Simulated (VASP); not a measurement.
HgTe, 2 atoms in the cell. Symmetry: F-43m, No. 216, cubic system. Conventional cell: a = 6.447 Å, b = 6.447 Å, c = 6.447 Å, α = 90.00°, β = 90.00°, γ = 90.00°. Hg (site symmetry -43m) has 4 Te at 2.79 Å within 3.7 Å. Te (site symmetry -43m) has 4 Hg at 2.79 Å within 3.7 Å. 

* Program: VASP 6.6.1
* Task: electric field gradients
* Functional: PBE
* Potentials or basis: VASP PAW PBE potentials, release 64 (Hg, Te)
* Cutoff: 520 eV
* k mesh: 9 × 9 × 9
* Occupations: fermi-dirac, width 0.05 eV
* Spin: no spin polarisation
* Dipole correction: no
* Further INCAR settings: ALGO = Normal; EDIFF = 1e-08; NBANDS = 16

Potentials or basis: VASP PAW PBE potentials, release 64 (Hg, Te).

Launch:

```sh
$ cat potpaw_PBE.64/Hg/POTCAR potpaw_PBE.64/Te/POTCAR > POTCAR
$ mpirun -np 1 vasp_std > vasp.out
```

Hardware: 1 thread of Intel(R) Xeon(R) Platinum 8259CL CPU @ 2.50GHz (Skylake/Cascade Lake) (shared host).

Question: How long does it take, and how much memory?

Answer: Wall time 44 s on 1 thread of Intel(R) Xeon(R) Platinum 8259CL CPU @ 2.50GHz (Skylake/Cascade Lake), on a shared host, peak memory 0.22 GiB. Counts: scf iterations 17, k points 35.
